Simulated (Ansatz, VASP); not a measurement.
TiW2C3 in VASP and in Ansatz

```
Ti W C
1.0
     3.06741    0.00000    0.00000
    -1.53370    2.65645    0.00000
     0.00000    0.00000    7.62174
Ti W C
1 2 3
Direct
  0.00000 0.00000 0.50000
  0.66667 0.33333 0.82924
  0.33333 0.66667 0.17076
  0.33333 0.66667 0.66504
  0.66667 0.33333 0.33496
  0.00000 0.00000 0.00000
```

Alike in both runs: functional PBE; k mesh 12 × 12 × 6; occupations gaussian, width 0.1 eV; no spin polarisation.

Ansatz relaxed the structure, and its values are those at the end. VASP's run is a single point on that final structure, the one shown.

```csv
,VASP,Ansatz
version,VASP 6.6.1,Ansatz 0.2.0
potentials or method,"VASP PAW PBE potentials, release 64 (Ti_sv, W_sv, C), cutoff 520 eV","scalar-relativistic, plane waves, PAW"
valence electrons in the cell,52,52
```

```csv
,VASP,Ansatz,Ansatz less VASP
gap on the k mesh at the Fermi level (eV),none,none,-
pressure (GPa),0.7,0.0,-0.68
rms of the force components (eV/Å),0.006,0.001,-0.0055
```

A gap of «none» marks a metal or a gap that the smearing closes.

Neither program's run includes spin-orbit coupling.
